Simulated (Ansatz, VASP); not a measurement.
# Ag: VASP beside Ansatz

File INCAR:

```
ALGO = Normal
EDIFF = 1E-7
ENCUT = 520
GGA = PE
ISIF = 2
ISMEAR = -1
LASPH = True
LCHARG = True
LELF = True
LREAL = False
LVHAR = True
LWAVE = False
NBANDS = 18
NELM = 60
PREC = Accurate
SIGMA = 0.1
```

Contents of KPOINTS:

```
k-points
0
Gamma
  14 14 14
```

POSCAR

```
Ag
1.0
    0.0000000000      3.0217599137      3.0217599137
    3.0217599137      0.0000000000      3.0217599137
    3.0217599137      3.0217599137      0.0000000000
Ag
2
Direct
    0.1250000000      0.1250000000      0.1250000000
    0.8750000000      0.8750000000      0.8750000000
```

Input for Ansatz:

```yaml
crystal:
  lattice:
    - [0.0, 3.0217599137, 3.0217599137]
    - [3.0217599137, 0.0, 3.0217599137]
    - [3.0217599137, 3.0217599137, 0.0]
  atoms:
    - { symbol: Ag, position: [0.125, 0.125, 0.125] }
    - { symbol: Ag, position: [0.875, 0.875, 0.875] }
hamiltonian:
  xc: pbe
  pseudopotentials:
    kind: paw
    azcp:
      Ag: "pseudopotentials/Ag.paw.azcp"
basis:
  ecutwfc: 420
  fft_grid_basis: typed
kpoints:
  mp_grid: { grid: [14, 14, 14], shift: [0, 0, 0] }
magnetization:
  spin_polarized: false
scf:
  occupations: { method: fermi_dirac, width: 0.1 }
output:
  stress: true
```

Alike in both runs: task single point; functional PBE; k mesh 14 × 14 × 14; occupations fermi-dirac, width 0.1 eV; no spin polarisation.

|  | VASP | Ansatz |
| --- | --- | --- |
| version | VASP 6.6.1 | Ansatz 0.2.0 |
| potentials or method | VASP PAW PBE potentials, release 64 (Ag), cutoff 520 eV | plane waves (420 eV) with PAW, scalar-relativistic |
| valence electrons in the cell | 22 | 38 |

Ansatz gave:

- pressure (GPa): 3.3

Q: What did VASP give for the same quantities?

A: Pressure (GPa): 3.2.

VASP's potentials hold 22 valence electrons a cell and Ansatz's 38, so a difference there can come from the potentials and not from the codes.
